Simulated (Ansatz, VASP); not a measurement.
# One calculation of SiO2, two programs

```xyz
6
Lattice="-2.7589 3.0081 2.3528 2.7589 -3.0081 2.3528 2.7589 3.0081 -2.3528" Properties=species:S:1:pos:R:3 pbc="T T T"
Si    0.0000    0.0000    3.5292
Si    0.0000    0.0000    1.1764
O     1.9151    2.1835    2.3528
O     0.8438   -0.8246    2.3528
O     1.9151    3.8327    0.0000
O     0.8438    0.8246    0.0000
```

Alike in both runs: task relaxation of cell and atoms; functional PBEsol; k mesh 6 × 6 × 6; occupations gaussian, width 0.02 eV; no spin polarisation.

|  | VASP | Ansatz |
| --- | --- | --- |
| version | VASP 6.6.1 | Ansatz 0.2.0 |
| potentials or method | VASP PAW PBE potentials, release 64 (Si, O_h), cutoff 910 eV | scalar-relativistic, plane waves, PAW |
| valence electrons in the cell | 32 | 32 |

|  | VASP | Ansatz | Ansatz less VASP |
| --- | --- | --- | --- |
| gap on the k mesh at the Fermi level, each at its own relaxed structure (eV) | 4.77 | 4.79 | +0.017 |
| relaxed volume (Å³/atom) | 12.80 | 13.09 | +0.297 |
| relaxed length of the cell vector where the two differ most in proportion (Å) | 4.676 | 4.715 | +0.0393 |

VASP's potentials were made for PBE, not for PBEsol.

Noted on VASP's run: the cutoff is under 1.25 times that of the potentials, so the pressure is a little rough.
